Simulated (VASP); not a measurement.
Runs of VASP 6.6.1 on Ga2O3. The structure is that of space group P-3m1 (No. 164), or close to it. The cells are those of the table. 

| task | cell | k mesh | cutoff (eV) | smearing | k mesh for the DOS | occupations for the DOS | gap on the mesh (eV) | pressure (GPa) | relaxed volume (Å³/atom) | largest force (eV/Å) |
| --- | --- | --- | --- | --- | --- | --- | --- | --- | --- | --- |
| single point | a = 3.015, b = 3.015, c = 6.802 Å, angles 90.0, 90.0, 120.0°, 5 atoms | 6 × 6 × 4 | 600 | gaussian 0.1 eV | - | - | 2.19 | 0.5 | - | 0.04 |
| single point | a = 2.913, b = 2.913, c = 7.167 Å, angles 90.0, 90.0, 120.0°, 5 atoms | 6 × 6 × 4 | 600 | gaussian 0.1 eV | - | - | 0.20 | 4.7 | - | (a) |
| single point | a = 3.016, b = 3.016, c = 6.804 Å, angles 90.0, 90.0, 120.0°, 5 atoms | 12 × 12 × 4 | 600 | gaussian 0.02 eV | - | - | 2.19 | 0.5 | - | 0.03 |
| relaxation of cell and atoms | relaxed from a = 2.913, b = 2.913, c = 7.167 Å, angles 90.0, 90.0, 120.0°, 5 atoms | 6 × 6 × 4 | 600 | gaussian 0.1 eV | - | - | 2.12 | 0.1 | 10.68 | 0.03 |
| relaxation of cell and atoms | relaxed from a = 3.015, b = 3.015, c = 6.802 Å, angles 90.0, 90.0, 120.0°, 5 atoms | 12 × 12 × 4 | 600 | gaussian 0.02 eV | - | - | 2.12 | 0.0 | 10.68 | - |

Alike in all rows: level PBE+D3(BJ); potentials or basis VASP PAW PBE potentials, release 64 (Ga_d, O); no spin polarisation.

Q: Estimate the missing entries.

A: (a) 8.33.

Caveats: forces of over 1 eV/Å act on the atoms, so gaps and moduli don't describe the material at rest (some runs).

A k mesh can miss the band edges, and the runs leave out spin-orbit coupling on Ga.
